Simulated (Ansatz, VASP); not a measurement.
Two plane-wave programs on BAs

INCAR

```
ALGO = Normal
EDIFF = 1E-6
ENCUT = 560
GGA = RE
GGA_COMPAT = F
ISIF = 2
ISMEAR = -1
IVDW = 12
LASPH = T
LCHARG = T
LELF = T
LREAL = F
LVHAR = T
LWAVE = F
NBANDS = 16
NELM = 120
PREC = Accurate
SIGMA = 0.05
```

KPOINTS

```
k-points
0
Gamma
  10 10 10
```

Contents of POSCAR:

```
BAs
1.0
    0.0000000000      2.3562190158      2.3562190158
    2.3562190158      0.0000000000      2.3562190158
    2.3562190158      2.3562190158      0.0000000000
As B
1 1
Direct
    0.7500000000      0.7500000000      0.7500000000
    0.0000000000      0.0000000000      0.0000000000
```

The input input.yaml:

```yaml
crystal:
  lattice:
    - [0.0, 2.3562190158, 2.3562190158]
    - [2.3562190158, 0.0, 2.3562190158]
    - [2.3562190158, 2.3562190158, 0.0]
  atoms:
    - { symbol: As, position: [0.75, 0.75, 0.75] }
    - { symbol: B, position: [0.0, 0.0, 0.0] }
hamiltonian:
  xc: revpbe
  pseudopotentials: { kind: paw }
  dispersion: d3bj
kpoints:
  mp_grid: { grid: [10, 10, 10] }
scf:
  occupations: { method: fermi_dirac, width: 0.05 }
output:
  forces: true
  stress: true
  eigenvalues: true
```

Alike in both runs: task single point; functional revPBE; dispersion D3(BJ); k mesh 10 × 10 × 10; occupations fermi-dirac, width 0.05 eV; no spin polarisation.

|  | VASP | Ansatz |
| --- | --- | --- |
| version | VASP 6.6.1 | Ansatz 0.2.0 |
| potentials or method | VASP PAW PBE potentials, release 64 (As_d, B) | Ansatz PAW |
| plane-wave cutoff (eV) | 560 | 420 |
| valence electrons in the cell | 18 | 18 |

VASP gave:

```
gap on the k mesh at the Fermi level (eV) : 1.16
least direct gap on the mesh (eV)         : 3.34
pressure (GPa)                            : 2.6
```

Problem. Which values does Ansatz return?

Solution. gap on the k mesh at the Fermi level (eV): 1.16; least direct gap on the mesh (eV): 3.33; pressure (GPa): 2.8.

VASP's potentials were made for PBE, not for revPBE.
